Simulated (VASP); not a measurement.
# SrTiO (P4/mmm) in VASP: single point with PBE

Aim: the single point of SrTiO with PBE.

Everything below comes from runs of VASP 6.6.1. Logs are shortened: lines on timing, memory, paths and dates and some standing lists are left out, and cuts for length are marked.

### 1 The cell of the first run

The structure is tetragonal, space group P4/mmm (No. 123). The conventional cell has a = 5.114 Å, b = 5.114 Å, c = 4.411 Å, α = 90.00°, β = 90.00°, γ = 90.00°. Sr (site symmetry 4/mmm) has 2 O at 2.21 Å within 2.9 Å. Ti (site symmetry 4/mmm) has 4 Sr at 3.62 Å and 8 O at 4.24 Å and 2 Ti at 4.41 Å within 4.8 Å. O (site symmetry 4/mmm) has 2 Sr at 2.21 Å within 2.9 Å.

The cell was generated, and may not be a known phase.

### 2 Single point, PBE, collinear spin

The input, INCAR:

```
PREC = Accurate
ENCUT = 520
EDIFF = 1E-6
ISMEAR = 0
SIGMA = 0.1
LREAL = False
LASPH = True
NELM = 150
ALGO = Normal
ISIF = 2
LWAVE = False
LCHARG = False
ISPIN = 2
MAGMOM = 0 2.62 0.2
LORBIT = 11
LMAXMIX = 4
GGA = PE
NBANDS = 25
```

The input, KPOINTS:

```
regular mesh
0
Gamma
  10 10 10
```

The input, POSCAR:

```
SrTiO
1.0
    5.1143719204      0.0000000000      0.0000000000
    0.0000000000      5.1143719204      0.0000000000
    0.0000000000      0.0000000000      4.4108107952
Sr Ti O
1 1 1
Direct
    0.5000000000      0.5000000000      0.0000000000
    0.0000000000      0.0000000000      0.0000000000
    0.5000000000      0.5000000000      0.5000000000
```

Potentials or basis: VASP PAW PBE potentials, release 64 (Sr_sv, Ti_sv, O).

Command:

```console
$ cat potpaw_PBE.64/Sr_sv/POTCAR potpaw_PBE.64/Ti_sv/POTCAR potpaw_PBE.64/O/POTCAR > POTCAR
$ mpirun -np 1 vasp_std > vasp.out
```

OUTCAR:

```text
PREC = Accurate
   ENCUT = 520
   EDIFF = 1E-6
   ISMEAR = 0
   LREAL = False
   LASPH = True
   NELM = 150
   ISIF = 2
   ISPIN = 2
   LORBIT = 11
   GGA = PE

 ion  position               nearest neighbor table
   1  0.500  0.500  0.000-   3 2.21   3 2.21   2 3.62   2 3.62   2 3.62   2 3.62
   2  0.000  0.000  0.000-   1 3.62   1 3.62   1 3.62   1 3.62
   3  0.500  0.500  0.500-   1 2.21   1 2.21

  LATTYP: Found a simple tetragonal cell.
 ALAT       =     5.1143719204
 C/A-ratio  =     0.8624345010

  Lattice vectors:

 A1 = (   5.1143719204,   0.0000000000,   0.0000000000)
 A2 = (   0.0000000000,   5.1143719204,   0.0000000000)
 A3 = (   0.0000000000,   0.0000000000,   4.4108107952)

Analysis of symmetry for initial positions (statically):
=====================================================================
 Subroutine PRICEL returns:
 Original cell was already a primitive cell.

 Routine SETGRP: Setting up the symmetry group for a
 simple tetragonal supercell.

 Subroutine GETGRP returns: Found 16 space group operations
 (whereof 16 operations were pure point group operations)
 out of a pool of 16 trial point group operations.

The static configuration has the point symmetry D_4h.

Analysis of symmetry for dynamics (positions and initial velocities):
=====================================================================
 Subroutine PRICEL returns:
 Original cell was already a primitive cell.

 Routine SETGRP: Setting up the symmetry group for a
 simple tetragonal supercell.

 Subroutine GETGRP returns: Found 16 space group operations
 (whereof 16 operations were pure point group operations)
 out of a pool of 16 trial point group operations.

The dynamic configuration has the point symmetry D_4h.

Analysis of structural, dynamic, and magnetic symmetry:
=====================================================================
 Subroutine PRICEL returns:
 Original cell was already a primitive cell.

 Routine SETGRP: Setting up the symmetry group for a
 simple tetragonal supercell.

 Subroutine GETGRP returns: Found 16 space group operations
 (whereof 16 operations were pure point group operations)
 out of a pool of 16 trial point group operations.

The overall configuration has the point symmetry D_4h.

 Subroutine INISYM returns: Found 16 space group operations
 (whereof 16 operations are pure point group operations),
 and found     1 'primitive' translations

[... 121 lines left out ...]
   GGA     = PE    functional components
   LHFCALC =     F    Hartree Fock is set to
   AEXX    =    0.0000 exact exchange contribution
   IVDW    =     0    specifies the selected vdW correction
   LEPSILON=     F    determine dielectric tensor
   LRPA    =     F    only Hartree local field effects (RPA)
 spin polarized calculation
 Gauss-broadening in eV      SIGMA  =   0.10
  energy-cutoff  :      520.00
  volume of cell :      115.37
 maximum number of plane-waves:      3136
 NGX is ok and might be reduce to    40
   NGX = 19   NGY = 19   NGZ = 17

 number of electron      28.0000008 magnetization       0.2751479

 number of electron      28.0000007 magnetization      -0.8168288

 Free energy of the ion-electron system (eV)
  ---------------------------------------------------
  ext. energy  EPLUGINS =         0.00000000
  ---------------------------------------------------
  free energy    TOTEN  =       -12.31953085 eV

  energy without entropy =      -12.27329555  energy(sigma->0) =      -12.29641320

 E-fermi :   0.3477     XC(G=0):  -7.1162

 val. band max:        0.3460350596   @ k =   0.3000   0.0000   0.3000
 cond. band min:       0.3502124857   @ k =   0.5000   0.1000   0.5000
 fundamental gap:      0.0041774261
 Fermi energy:         0.3477007984

 spin component 1

 k-point     1 :       0.0000    0.0000    0.0000
  band No.  band energies     occupation
      1     -56.9941      1.00000
      2     -33.6775      1.00000
      3     -33.4271      1.00000
      4     -33.0445      1.00000
      5     -33.0445      1.00000
      6     -15.6861      1.00000
[... 661 lines left out ...]
     24       6.7833      0.00000
     25       7.0985      0.00000

 [... further k-points ...]

 spin component 2

 k-point     1 :       0.0000    0.0000    0.0000
  band No.  band energies     occupation
      1     -57.5663      1.00000
      2     -33.9215      1.00000
      3     -33.9214      1.00000
      4     -33.6328      1.00000
      5     -33.4413      1.00000
      6     -15.7002      1.00000
[... 661 lines left out ...]
     24       6.7122      0.00000
     25       6.7884      0.00000

 [... further k-points ...]

------------------------ aborting loop because EDIFF is reached ----------------------------------------

  FORCE on cell =-STRESS in cart. coord.  units (eV):
  Direction    XX          YY          ZZ          XY          YZ          ZX
  --------------------------------------------------------------------------------------
  -------------------------------------------------------------------------------------
  Total        0.0804939      0.0804939      0.8728755      0.0000000      0.0000000      0.0000000
  in kB        1.1178158      1.1178158     12.1215972      0.0000000      0.0000000      0.0000000
  external PRESSURE =       4.7857430 kB  Pullay stress =       0.0000000 kB

 VOLUME and BASIS-vectors are now :
 -----------------------------------------------------------------------------
  energy-cutoff  :      520.00
  volume of cell :      115.37
      direct lattice vectors                 reciprocal lattice vectors
     5.114371920  0.000000000  0.000000000     0.195527430  0.000000000  0.000000000
     0.000000000  5.114371920  0.000000000     0.000000000  0.195527430  0.000000000
     0.000000000  0.000000000  4.410810795     0.000000000  0.000000000  0.226715687

 POSITION                                       TOTAL-FORCE (eV/Angst)
 -----------------------------------------------------------------------------------
      2.55719      2.55719      0.00000         0.000000      0.000000      0.000000
      0.00000      0.00000      0.00000         0.000000      0.000000      0.000000
      2.55719      2.55719      2.20541         0.000000      0.000000      0.000000
 -----------------------------------------------------------------------------------
    total drift:                               -0.000000      0.000000     -0.000000

  FREE ENERGIE OF THE ION-ELECTRON SYSTEM (eV)
  ---------------------------------------------------
  free  energy   TOTEN  =       -12.3195308522 eV

  energy  without entropy=      -12.2732955494  energy(sigma->0) =      -12.29641320

 total charge

# of ion       s       p       d       tot
------------------------------------------
    1        2.023   5.789   0.321   8.133
    2        2.264   5.931   1.858  10.052
    3        1.584   3.326   0.000   4.910
--------------------------------------------------
tot          5.871  15.046   2.179  23.096

 magnetization (x)

# of ion       s       p       d       tot
------------------------------------------
    1       -0.002  -0.009  -0.008  -0.018
    2       -0.027  -0.000  -0.589  -0.616
    3       -0.001  -0.018   0.000  -0.019
--------------------------------------------------
tot         -0.029  -0.027  -0.597  -0.654
```

OSZICAR:

```text
N       E                     dE             d eps       ncg     rms          rms(c)
DAV:   1     0.251181414066E+03    0.25118E+03   -0.12476E+04 12600   0.997E+02
DAV:   2     0.710668879093E+01   -0.24407E+03   -0.23016E+03 14432   0.293E+02
DAV:   3    -0.199337236463E+02   -0.27040E+02   -0.26511E+02 20225   0.893E+01
[... 13 lines left out ...]
DAV:  68    -0.123185882309E+02   -0.16229E-02   -0.35347E-03 13659   0.221E-01    0.161E-01
DAV:  69    -0.123195286913E+02   -0.94046E-03   -0.15469E-03 16472   0.138E-01    0.156E-01
DAV:  70    -0.123195497655E+02   -0.21074E-04   -0.55006E-05 13723   0.468E-02    0.157E-01
DAV:  71    -0.123195312745E+02    0.18491E-04   -0.33107E-06 14904   0.100E-02    0.155E-01
DAV:  72    -0.123195308522E+02    0.42229E-06   -0.16538E-07  8186   0.365E-03
   1 F= -.12319531E+02 E0= -.12296413E+02  d E =-.462353E-01  mag=    -0.8168
```

stdout:

```text
POSCAR found type information on POSCAR SrTiO
 POSCAR found :  3 types and       3 ions
 scaLAPACK will be used
 LDA part: xc-table for (Slater+PW92), standard interpolation
 POSCAR, INCAR and KPOINTS ok, starting setup
 FFT: planning ... GRIDC
 FFT: planning ... GRID_SOFT
 FFT: planning ... GRID
 WAVECAR not read
 entering main loop
```

It took 83 min on 1 thread of Oxide Virtual Turin-like, shared host; peak memory 0.67 GiB.

What came out:

```
Free energy                                           : -12.3195 eV
Pressure                                              : 0.5 GPa
Net moment                                            : -0.82 μB per cell
Site moments                                          : Sr -0.02; Ti -0.62; O -0.02 μB
Valence electrons inside the program's atomic spheres : Sr 8.13; Ti 10.05; O 4.91
```
